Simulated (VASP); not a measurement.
The system is TiO.

```xyz
4
Lattice="2.8516 0.0000 0.0000 -1.4258 2.4696 0.0000 0.0000 0.0000 5.5675" Properties=species:S:1:pos:R:3 pbc="T T T"
Ti    0.0000    1.6464    1.3919
Ti    1.4258    0.8232    4.1756
O     0.0000    0.0000    0.0000
O     0.0000    0.0000    2.7838
```

- Program: VASP 6.6.1
- Task: relaxation of cell and atoms
- Functional: PBEsol
- Dispersion: D4
- Potentials or basis: VASP PAW PBE potentials, release 64 (Ti_sv, O)
- Cutoff: 600 eV
- k mesh: 18 × 18 × 8
- Occupations: gaussian, width 0.1 eV
- Spin: no spin polarisation

At the start: pressure -11.9 GPa; volume 9.80 Å³/atom.

Where does the relaxation end?

Over 6 steps the energy falls by 19.9 meV/atom and the volume is 9.30 Å³/atom (-5.1 %); space group P6_3/mmc (No. 194, to 0.1 Å) before and after.

The path:
| step | energy change (eV) | largest force (eV/Å) | pressure (GPa) | volume (Å³) |
| --- | --- | --- | --- | --- |
| 1 | 0.0000 | 0.0000 | -11.93 | 39.21 |
| 2 | 0.0177 | 0.0000 | 16.24 | 35.21 |
| 3 | -0.0791 | 0.0000 | -0.07 | 37.23 |
| 4 | -0.0791 | 0.0000 | 0.21 | 37.19 |
| 5 | -0.0796 | 0.0000 | 0.15 | 37.21 |
| 6 | -0.0796 | 0.0000 | 0.14 | 37.21 |

Final structure:
```
Ti O
1.0
     2.81103    0.00000    0.00000
    -1.40551    2.43442    0.00000
     0.00000    0.00000    5.43721
Ti O
2 2
Direct
  0.33333 0.66667 0.25000
  0.66667 0.33333 0.75000
  0.00000 0.00000 0.00000
  0.00000 0.00000 0.50000
```

Caveat: the PAW data sets were made with another functional, which shifts forces and pressure a little.
